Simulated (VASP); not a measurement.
The system is LiH.

```xyz
2
Lattice="2.4184 0.0000 0.0000 0.0000 2.4184 0.0000 0.0000 0.0000 2.4184" Properties=species:S:1:pos:R:3 pbc="T T T"
Li    0.0000    0.0000    0.0000
H     1.2092    1.2092    1.2092
```

This cell differs from its parent crystal: strain -3.3%.

Base run:

* Program: VASP 6.6.1
* Functional: r2SCAN
* Potentials or basis: VASP PAW PBE potentials, release 64 (Li_sv, H)
* Cutoff: 520 eV
* k mesh: 10 × 10 × 10
* Occupations: gaussian, width 0.01 eV
* Spin: no spin polarisation

Its results: band gap on the k mesh 1.28 eV, indirect (least direct gap 4.98 eV).

Question: The run is repeated on the same cell with these changes: functional from r2SCAN to HSE06; k mesh from 10 × 10 × 10 to 8 × 8 × 8. What comes out?

Answer: Band gap on the k mesh 1.42 eV, indirect (least direct gap 5.37 eV).

Several settings changed at once, so the effect can't be laid on one alone.

A k mesh can miss the band edges.
